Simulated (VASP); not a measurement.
Here is a VASP 6.6.1 calculation.

Contents of INCAR:

```
  PREC = Accurate
  ENCUT = 520
  EDIFF = 1E-7
  ISMEAR = -1
  SIGMA = 0.005
  LREAL = False
  LASPH = True
  NELM = 80
  ALGO = Normal
  ISIF = 2
  LWAVE = False
  LCHARG = False
  GGA = PS
  NBANDS = 30
```

The input KPOINTS:

```
Automatic mesh
0
Gamma
  7 7 7
```

POSCAR

```
Tl3S
1.0
   -2.3509700000      2.3509700000      5.1428010000
    2.3509700000     -2.3509700000      5.1428010000
    2.3509700000      2.3509700000     -5.1428010000
Tl S
3 1
Direct
    0.5000000000      0.5000000000      0.0000000000
    0.2500000000      0.7500000000      0.5000000000
    0.7500000000      0.2500000000      0.5000000000
    0.0000000000      0.0000000000      0.0000000000
```

Potentials or basis: VASP PAW PBE potentials, release 64 (Tl_d, S).

Run with:

```sh
$ cat potpaw_PBE.64/Tl_d/POTCAR potpaw_PBE.64/S/POTCAR > POTCAR
$ mpirun -np 1 vasp_std > vasp.out
```

(1) Predict the band gap on the k mesh.

(2) Predict the pressure.

## Answers

(1) zero (an odd number of electrons rules out a gap without spin polarisation).

(2) -2.9 GPa.

Caveat: the PAW data sets were made with another functional, which shifts forces and pressure a little; spin-orbit coupling is left out, which moves the levels of the heavy elements.
